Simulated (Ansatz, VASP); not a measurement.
## Two plane-wave programs on AlV2C

```
Al V C
1.0
     3.96099    0.00000    0.00000
    -1.98050    3.43032    0.00000
     0.00000    0.00000    3.84151
Al V C
1 2 1
Direct
  0.00000 0.00000 0.50000
  0.33333 0.66667 0.00000
  0.66667 0.33333 0.00000
  0.00000 0.00000 0.00000
```

Alike in both runs: task relaxation of cell and atoms; functional PBE; k mesh 12 × 12 × 12; occupations gaussian, width 0.1 eV; no spin polarisation.

|  | VASP | Ansatz |
| --- | --- | --- |
| version | VASP 6.6.1 | Ansatz 0.2.0 |
| potentials or method | VASP PAW PBE potentials, release 64 (Al, V_sv, C), cutoff 600 eV | scalar-relativistic, plane waves, PAW |
| valence electrons in the cell | 33 | 33 |

```tsv
	VASP	Ansatz	Ansatz less VASP
gap on the k mesh at the Fermi level, each at its own relaxed structure (eV)	none	none	-
relaxed volume (Å³/atom)	13.10	13.08	-0.019
relaxed length of the cell vector where the two differ most in proportion (Å)	3.968	3.964	-0.0045
```

A gap of «none» marks a metal or a gap that the smearing closes.
